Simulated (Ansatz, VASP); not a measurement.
**Si: VASP beside Ansatz**

Contents of INCAR:

```
SYSTEM = Si
ALGO = Normal
EDIFF = 1E-6
ENCUT = 520
GGA = PE
ISIF = 2
ISMEAR = 0
LASPH = .True.
LCHARG = .True.
LELF = .True.
LREAL = .False.
LVHAR = .True.
LWAVE = .False.
NBANDS = 16
NELM = 100
PREC = Accurate
SIGMA = 0.05
```

File KPOINTS:

```
k-points
0
Gamma
  12 12 6
  0 0 0
```

POSCAR

```
Si
1.0
    4.0341116679      0.0000000000      0.0000000000
   -2.0170558339      3.4936431861      0.0000000000
    0.0000000000      0.0000000000      5.8002457560
Si
4
Direct
    0.3333333333      0.6666666667      0.0770726086
    0.6666666667      0.3333333333      0.5770726086
    0.3333333333      0.6666666667      0.4229273914
    0.6666666667      0.3333333333      0.9229273914
```

Input for Ansatz:

```yaml
crystal:
  lattice:
    - [4.0341116679, 0.0, 0.0]
    - [-2.0170558339, 3.4936431861, 0.0]
    - [0.0, 0.0, 5.800245756]
  atoms:
    - { symbol: Si, position: [0.3333333333, 0.6666666667, 0.0770726086] }
    - { symbol: Si, position: [0.6666666667, 0.3333333333, 0.5770726086] }
    - { symbol: Si, position: [0.3333333333, 0.6666666667, 0.4229273914] }
    - { symbol: Si, position: [0.6666666667, 0.3333333333, 0.9229273914] }
basis:
  ecutwfc: 420
kpoints:
  mp_grid: { grid: [12, 12, 6] }
hamiltonian:
  xc: pbe
  pseudopotentials: { kind: paw, azcp: { folder: soft_1 } }
scf:
  occupations: { method: gaussian, width: 0.05 }
output:
  forces: true
  stress: true
  eigenvalues: true
```

Alike in both runs: task single point; functional PBE; k mesh 12 × 12 × 6; occupations gaussian, width 0.05 eV; no spin polarisation.

```csv
,VASP,Ansatz
version,VASP 6.6.1,Ansatz 0.2.0
potentials or method,"VASP PAW PBE potentials, release 64 (Si), cutoff 520 eV","scalar-relativistic, plane waves, PAW"
valence electrons in the cell,16,16
```

VASP gave:

- gap on the k mesh at the Fermi level (eV): none
- pressure (GPa): 9.0
- traceless stress, the component that is largest in VASP (GPa): 40.08
- rms of the force components (eV/Å): 3.777

Question: Estimate Ansatz's values.

Answer: gap on the k mesh at the Fermi level (eV): none; pressure (GPa): 9.1; traceless stress, the component that is largest in VASP (GPa): 40.23; rms of the force components (eV/Å): 3.802.

Atom by atom the forces differ by 0.025 eV/Å (rms over components). A gap of «none» marks a metal or a gap that the smearing closes. The functional is the same, so the differences come from potentials, cutoffs and numerics.
